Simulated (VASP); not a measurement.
# WS2 (Tungstenite) (R3m) in VASP: notebook, part 2 of 2

VASP 6.6.1. Earlier steps stand in the parts before.

### 4 Single point, PBEsol

This run uses another cell than the first one, of 18.24 Å³/atom, 1.178 times its volume.

INCAR

```
PREC     = Accurate       # precision mode
ENCUT    = 520            # plane-wave cutoff, eV
EDIFF    = 1E-6           # SCF threshold, eV
ISMEAR   = -1             # smearing method
SIGMA    = 0.05           # smearing width, eV
LREAL    = F              # projectors in reciprocal space
LASPH    = T              # aspherical terms in the spheres
NELM     = 100            # most SCF steps
ALGO     = Normal         # electronic algorithm
ISIF     = 2              # what is computed and relaxed
LWAVE    = F              # write WAVECAR
LCHARG   = F              # write CHGCAR
GGA      = PS             # functional
NBANDS   = 20             # bands
```

KPOINTS

```
regular mesh
0
Gamma
  10 10 10
```

POSCAR

```
WS2
1.0
    1.5741110790      0.9088134552      6.3756692370
   -1.5741110790      0.9088134552      6.3756692370
    0.0000000000     -1.8176269103      6.3756692370
W S
1 2
Direct
   -0.0006716698     -0.0006716698     -0.0006716698
    0.5840834360      0.5840834360      0.5840834360
    0.7478882338      0.7478882338      0.7478882338
```

Potentials or basis: VASP PAW PBE potentials, release 64 (W_sv, S).

Started as:

```bash
$ cat potpaw_PBE.64/W_sv/POTCAR potpaw_PBE.64/S/POTCAR > POTCAR
$ mpirun -np 1 vasp_std > vasp.out
```

OUTCAR:

```text
PREC = Accurate
   ENCUT = 520
   EDIFF = 1E-6
   ISMEAR = -1
   LREAL = F
   LASPH = T
   NELM = 100
   ISIF = 2
   GGA = PS

 ion  position               nearest neighbor table
   1  0.999  0.999  0.999-   3 2.40   3 2.40   3 2.40   2 2.40   2 2.40   2 2.40
   2  0.584  0.584  0.584-   1 2.40   1 2.40   1 2.40
   3  0.748  0.748  0.748-   1 2.40   1 2.40   1 2.40

  LATTYP: Found a trigonal (rhomboedric) cell.
 ALAT       =     6.6297002802
 COS(alpha) =     0.8872509330

  Lattice vectors:

 A1 = (   1.5741110790,   0.9088134552,   6.3756692370)
 A2 = (  -1.5741110790,   0.9088134552,   6.3756692370)
 A3 = (   0.0000000000,  -1.8176269103,   6.3756692370)

Analysis of symmetry for initial positions (statically):
=====================================================================
 Subroutine PRICEL returns:
 Original cell was already a primitive cell.

 Routine SETGRP: Setting up the symmetry group for a
 trigonal (rhombohedral) supercell.

 Subroutine GETGRP returns: Found  6 space group operations
 (whereof  6 operations were pure point group operations)
[... 157 lines left out ...]

 Free energy of the ion-electron system (eV)
  ---------------------------------------------------
  ext. energy  EPLUGINS =         0.00000000
  ---------------------------------------------------
  free energy    TOTEN  =       -25.27367230 eV

  energy without entropy =      -25.27367223  energy(sigma->0) =      -25.27367227

 E-fermi :   7.4579     XC(G=0): -10.9000

 val. band max:        6.8987981917   @ k =   0.5000   0.5000   0.5000
 cond. band min:       8.1253569049   @ k =  -0.2000   0.2000   0.0000
 fundamental gap:      1.2265587133
 Fermi energy:         7.4578983493

 k-point     1 :       0.0000    0.0000    0.0000
  band No.  band energies     occupation
      1     -67.5239      2.00000
      2     -31.8015      2.00000
      3     -31.6085      2.00000
      4     -31.6085      2.00000
      5      -8.5860      2.00000
      6      -6.6768      2.00000
[... 541 lines left out ...]
     19      14.2713      0.00000
     20      15.4329      0.00000

 [... further k-points ...]
[... 5 lines left out ...]
  --------------------------------------------------------------------------------------
  -------------------------------------------------------------------------------------
  Total        0.0060515      0.0060515      0.0368083      0.0000000      0.0000000      0.0000000
  in kB        0.1771673      0.1771673      1.0776301      0.0000000      0.0000000      0.0000000
  external PRESSURE =       0.4773216 kB  Pullay stress =       0.0000000 kB

 VOLUME and BASIS-vectors are now :
 -----------------------------------------------------------------------------
  energy-cutoff  :      520.00
  volume of cell :       54.73
      direct lattice vectors                 reciprocal lattice vectors
     1.574111079  0.908813455  6.375669237     0.317639591  0.183389304  0.052282093
    -1.574111079  0.908813455  6.375669237    -0.317639591  0.183389304  0.052282093
     0.000000000 -1.817626910  6.375669237     0.000000000 -0.366778607  0.052282093

 POSITION                                       TOTAL-FORCE (eV/Angst)
 -----------------------------------------------------------------------------------
      0.00000      0.00000     19.11416         0.000000     -0.000000     -0.000119
      0.00000      0.00000     11.17177         0.000000     -0.000000     -0.018710
      0.00000      0.00000     14.30486         0.000000      0.000000      0.018828
 -----------------------------------------------------------------------------------
    total drift:                               -0.000000      0.000000      0.000141

  FREE ENERGIE OF THE ION-ELECTRON SYSTEM (eV)
  ---------------------------------------------------
  free  energy   TOTEN  =       -25.2736723028 eV

  energy  without entropy=      -25.2736722321  energy(sigma->0) =      -25.27367227
```

stdout:

```text
POSCAR found type information on POSCAR W S
 POSCAR found :  2 types and       3 ions
 scaLAPACK will be used
 -----------------------------------------------------------------------------
|                                                                             |
|                                                                             |
|     You enforced a specific xc type in the INCAR file but a different       |
|     I HOPE YOU KNOW WHAT YOU ARE DOING!                                     |
|                                                                             |
 -----------------------------------------------------------------------------

 LDA part: xc-table for (Slater+PW92), standard interpolation
 POSCAR, INCAR and KPOINTS ok, starting setup
 FFT: planning ... GRIDC
 FFT: planning ... GRID_SOFT
 FFT: planning ... GRID
 WAVECAR not read
 entering main loop
```

Run time: 3.4 min. Hardware: 1 thread of Intel Xeon 6975P-C (Granite Rapids), shared host; peak memory 0.4 GiB.

What came out:

- Free energy: -25.2737 eV
- Pressure: 0.0 GPa
- Largest force: 0.019 eV/Å
- Band gap on the k mesh: 1.23 eV, indirect (least direct gap 2.27 eV)

Forces in eV/Å, atoms in the order of the input:
```
W    0.000  0.000  0.000
S    0.000  0.000 -0.019
S    0.000  0.000  0.019
```

Levels at points of the mesh, in eV from the valence-band top:
```csv
k point,band 10,band 11,band 12,band 13,band 14,band 15,band 16,band 17
"(0.00, 0.00, 0.00)",-2.10,-2.10,-1.67,-1.11,2.43,2.43,2.69,2.69
"(0.50, 0.00, 0.00)",-3.98,-2.50,-1.65,-1.57,2.50,2.78,3.75,4.15
"(0.50, 0.50, 0.00)",-3.93,-2.97,-1.78,-1.42,2.47,2.93,3.36,4.50
"(0.50, 0.50, 0.50)",-3.38,-2.08,-2.08,0.00,2.49,2.49,2.59,2.59
```

Caveat: the PAW data sets were made with another functional, which shifts forces and pressure a little; spin-orbit coupling is left out, which moves the levels of the heavy elements. A k mesh can miss the band edges.

### 5 Single point, PBEsol

This run uses another cell than the first one, of 17.74 Å³/atom, 1.146 times its volume.

INCAR

```
ALGO     = Normal         # electronic algorithm
EDIFF    = 1E-7           # SCF threshold, eV
ENCUT    = 520            # plane-wave cutoff, eV
GGA      = PS             # functional
ISIF     = 2              # what is computed and relaxed
ISMEAR   = -1             # smearing method
LASPH    = T              # aspherical terms in the spheres
LCHARG   = F              # write CHGCAR
LREAL    = F              # projectors in reciprocal space
LWAVE    = F              # write WAVECAR
NBANDS   = 20             # bands
NELM     = 100            # most SCF steps
PREC     = Accurate       # precision mode
SIGMA    = 0.03           # smearing width, eV
```

KPOINTS

```
k-points
0
Gamma
  6 6 6
```

POSCAR

```
WS2
1.0
    1.5790000000      0.9116360751      6.1633333333
   -1.5790000000      0.9116360751      6.1633333333
    0.0000000000     -1.8232721501      6.1633333333
W S
1 2
Direct
    0.0000000000      0.0000000000      0.0000000000
    0.5810000000      0.5810000000      0.5810000000
    0.7503000000      0.7503000000      0.7503000000
```

Started as:

```bash
$ cat potpaw_PBE.64/W_sv/POTCAR potpaw_PBE.64/S/POTCAR > POTCAR
$ mpirun -np 1 vasp_std > vasp.out
```

Run time: 2 min. Hardware: 1 thread of Intel Xeon 6975P-C, shared host; peak memory 0.31 GiB.

Results (log left out):

* Free energy: -25.2616 eV
* Pressure: -0.5 GPa
* Largest force: 0.600 eV/Å
* Band gap on the k mesh: 0.99 eV, indirect (least direct gap 1.89 eV)

Forces in eV/Å, atoms in the order of the input:
```
W    0.000  0.000 -0.600
S    0.000  0.000  0.343
S    0.000  0.000  0.257
```

Stress tensor (GPa, compression positive):
```
-0.87  0.00  0.00
 0.00 -0.87  0.00
 0.00  0.00  0.23
```

Levels at points of the mesh, in eV from the valence-band top:
```
           k point  band 10  band 11  band 12  band 13  band 14  band 15  band 16  band 17
(0.00, 0.00, 0.00)    -2.28    -2.28    -1.57    -1.23     2.19     2.19     2.55     2.55
(0.50, 0.00, 0.00)    -4.16    -2.58    -1.80    -1.74     2.30     2.59     3.60     3.88
(0.50, 0.50, 0.00)    -4.08    -3.19    -2.00    -1.56     2.26     2.70     3.20     4.39
(0.50, 0.50, 0.50)    -3.55    -2.25    -2.25     0.00     2.31     2.31     2.39     2.39
```

Caveat: the PAW data sets were made with another functional, which shifts forces and pressure a little; spin-orbit coupling is left out, which moves the levels of the heavy elements.

### 6 Single point, PBE

This run uses another cell than the first one, of 17.74 Å³/atom, 1.146 times its volume.

INCAR

```
SYSTEM = WS2
ALGO = Normal ; EDIFF = 1E-6
ENCUT = 520 ; GGA = PE
ISIF = 2 ; ISMEAR = -1
LASPH = .TRUE. ; LCHARG = .FALSE.
LREAL = .FALSE. ; LWAVE = .FALSE.
NBANDS = 20 ; NELM = 80
PREC = Accurate ; SIGMA = 0.03
```

KPOINTS

```
k-points
0
G
  5 5 5
  0 0 0
```

POSCAR is that of step 5.

Potentials or basis: VASP PAW PBE potentials, release 64 (W_sv, S).

Started as:

```bash
$ cat potpaw_PBE.64/W_sv/POTCAR potpaw_PBE.64/S/POTCAR > POTCAR
$ mpirun -np 1 vasp_std > vasp.out
```

OUTCAR:

```text
SYSTEM = WS2
   EDIFF = 1E-6
   ENCUT = 520
   GGA = PE
   ISIF = 2
   ISMEAR = -1
   LASPH = .TRUE.
   LREAL = .FALSE.
   NELM = 80
   PREC = Accurate

 ion  position               nearest neighbor table
   1  0.000  0.000  0.000-   3 2.39   3 2.39   3 2.39   2 2.42   2 2.42   2 2.42
   2  0.581  0.581  0.581-   1 2.42   1 2.42   1 2.42
   3  0.750  0.750  0.750-   1 2.39   1 2.39   1 2.39

  LATTYP: Found a trigonal (rhomboedric) cell.
 ALAT       =     6.4273633094
 COS(alpha) =     0.8792940837

  Lattice vectors:

 A1 = (   1.5790000000,   0.9116360751,   6.1633333333)
 A2 = (  -1.5790000000,   0.9116360751,   6.1633333333)
 A3 = (   0.0000000000,  -1.8232721501,   6.1633333333)

Analysis of symmetry for initial positions (statically):
=====================================================================
 Subroutine PRICEL returns:
 Original cell was already a primitive cell.

 Routine SETGRP: Setting up the symmetry group for a
 trigonal (rhombohedral) supercell.

 Subroutine GETGRP returns: Found  6 space group operations
 (whereof  6 operations were pure point group operations)
 out of a pool of 12 trial point group operations.

[... 155 lines left out ...]
  energy without entropy =      -23.60735316  energy(sigma->0) =      -23.60735316

 E-fermi :   7.9948     XC(G=0): -10.9433

 val. band max:        7.4469485910   @ k =   0.4000   0.4000   0.4000
 cond. band min:       8.5756519668   @ k =  -0.2000   0.2000   0.0000
 fundamental gap:      1.1287033758
 Fermi energy:         7.9948058983

 k-point     1 :       0.0000    0.0000    0.0000
  band No.  band energies     occupation
      1     -67.1440      2.00000
      2     -31.4030      2.00000
      3     -31.2303      2.00000
      4     -31.2303      2.00000
      5      -8.1642      2.00000
      6      -6.1750      2.00000
[... 426 lines left out ...]
     19      15.7055      0.00000
     20      16.4358      0.00000

------------------------ aborting loop because EDIFF is reached ----------------------------------------

  FORCE on cell =-STRESS in cart. coord.  units (eV):
  Direction    XX          YY          ZZ          XY          YZ          ZX
  --------------------------------------------------------------------------------------
  -------------------------------------------------------------------------------------
  Total        1.4550367      1.4550367      1.6188725      0.0000000      0.0000000     -0.0000000
  in kB       43.7939360     43.7939360     48.7250935      0.0000000      0.0000000     -0.0000000
  external PRESSURE =      45.4376552 kB  Pullay stress =       0.0000000 kB

 VOLUME and BASIS-vectors are now :
 -----------------------------------------------------------------------------
  energy-cutoff  :      520.00
  volume of cell :       53.23
      direct lattice vectors                 reciprocal lattice vectors
     1.579000000  0.911636075  6.163333333     0.316656111  0.182821491  0.054083288
    -1.579000000  0.911636075  6.163333333    -0.316656111  0.182821491  0.054083288
     0.000000000 -1.823272150  6.163333333     0.000000000 -0.365642982  0.054083288

 POSITION                                       TOTAL-FORCE (eV/Angst)
 -----------------------------------------------------------------------------------
      0.00000      0.00000      0.00000         0.000000     -0.000000     -0.607997
      0.00000      0.00000     10.74269         0.000000      0.000000      0.098563
      0.00000      0.00000     13.87305         0.000000      0.000000      0.509434
 -----------------------------------------------------------------------------------
    total drift:                                0.000000     -0.000000     -0.000026

  FREE ENERGIE OF THE ION-ELECTRON SYSTEM (eV)
  ---------------------------------------------------
  free  energy   TOTEN  =       -23.6073531563 eV

  energy  without entropy=      -23.6073531559  energy(sigma->0) =      -23.60735316
```

OSZICAR:

```text
N       E                     dE             d eps       ncg     rms          rms(c)
DAV:   1     0.198033896343E+03    0.19803E+03   -0.13312E+04   760   0.130E+03
DAV:   2    -0.145382933129E+02   -0.21257E+03   -0.20667E+03   880   0.342E+02
DAV:   3    -0.248053322245E+02   -0.10267E+02   -0.10169E+02   976   0.704E+01
DAV:   4    -0.249457990234E+02   -0.14047E+00   -0.14037E+00   924   0.896E+00
DAV:   5    -0.249481617204E+02   -0.23627E-02   -0.23626E-02   940   0.122E+00    0.272E+01
DAV:   6    -0.237859325202E+02    0.11622E+01   -0.60897E+00   820   0.168E+01    0.112E+01
DAV:   7    -0.236549626805E+02    0.13097E+00   -0.13513E+00   796   0.661E+00    0.565E+00
DAV:   8    -0.236084378614E+02    0.46525E-01   -0.25717E-01   864   0.342E+00    0.135E+00
DAV:   9    -0.236076747714E+02    0.76309E-03   -0.11672E-02   976   0.746E-01    0.584E-01
DAV:  10    -0.236073683849E+02    0.30639E-03   -0.46925E-03   876   0.469E-01    0.767E-02
DAV:  11    -0.236073367541E+02    0.31631E-04   -0.60104E-04   832   0.162E-01    0.614E-02
DAV:  12    -0.236073472950E+02   -0.10541E-04   -0.73129E-05   876   0.647E-02    0.118E-02
DAV:  13    -0.236073530621E+02   -0.57671E-05   -0.12173E-05   864   0.254E-02    0.710E-03
DAV:  14    -0.236073531563E+02   -0.94244E-07   -0.12508E-06   644   0.685E-03
   1 F= -.23607353E+02 E0= -.23607353E+02  d E =-.445670E-09
```

stdout:

```text
POSCAR found type information on POSCAR W S
 POSCAR found :  2 types and       3 ions
 scaLAPACK will be used
 LDA part: xc-table for (Slater+PW92), standard interpolation
 POSCAR, INCAR and KPOINTS ok, starting setup
 FFT: planning ... GRIDC
 FFT: planning ... GRID_SOFT
 FFT: planning ... GRID
 WAVECAR not read
 entering main loop
```

It took 55 s on 1 thread of Intel Xeon Platinum 8259CL at 2.50GHz (Skylake/Cascade Lake), shared host; peak memory 0.3 GiB.

Results:

| Item | Value |
| --- | --- |
| Free energy | -23.6074 eV |
| Pressure | 4.5 GPa |
| Largest force | 0.608 eV/Å |
| Band gap on the k mesh | 1.13 eV, indirect (least direct gap 2.34 eV) |

Forces in eV/Å, atoms in the order of the input:
```
W    0.000  0.000 -0.608
S    0.000  0.000  0.099
S    0.000  0.000  0.509
```

Caveat: the k points lie up to 0.46 Å⁻¹ apart; spin-orbit coupling is left out, which moves the levels of the heavy elements. A k mesh can miss the band edges.

### 7 The runs side by side

| level | cell | k mesh | smearing | gap on the mesh (eV) | pressure (GPa) | largest force (eV/Å) |
| --- | --- | --- | --- | --- | --- | --- |
| PBEsol | a = 5.908 Å, angles 30.3°, 3 atoms | 10 × 10 × 10 | fermi-dirac 0.05 eV | 0.47 | 10.2 | 0.02 |
| PBEsol | a = 6.087 Å, angles 29.6°, 3 atoms | 10 × 10 × 10 | fermi-dirac 0.05 eV | 0.69 | 5.1 | 0.02 |
| PBEsol | a = 6.630 Å, angles 27.5°, 3 atoms | 10 × 10 × 10 | fermi-dirac 0.05 eV | 1.23 | 0.0 | 0.02 |
| PBEsol | a = 6.427 Å, angles 28.4°, 3 atoms | 6 × 6 × 6 | fermi-dirac 0.03 eV | 0.99 | -0.5 | 0.60 |
| PBE | a = 6.427 Å, angles 28.4°, 3 atoms | 5 × 5 × 5 | fermi-dirac 0.03 eV | 1.13 | 4.5 | 0.61 |

Alike in all rows: task single point; potentials or basis VASP PAW PBE potentials, release 64 (W_sv, S); no spin polarisation; cutoff (eV) 520.

Caveats: some runs use coarse meshes; spin-orbit coupling is left out, which moves the levels of the heavy elements; the PAW data sets were made with another functional, which shifts forces and pressure a little (some runs).

Absolute energies hang on the potentials; compare differences alone.
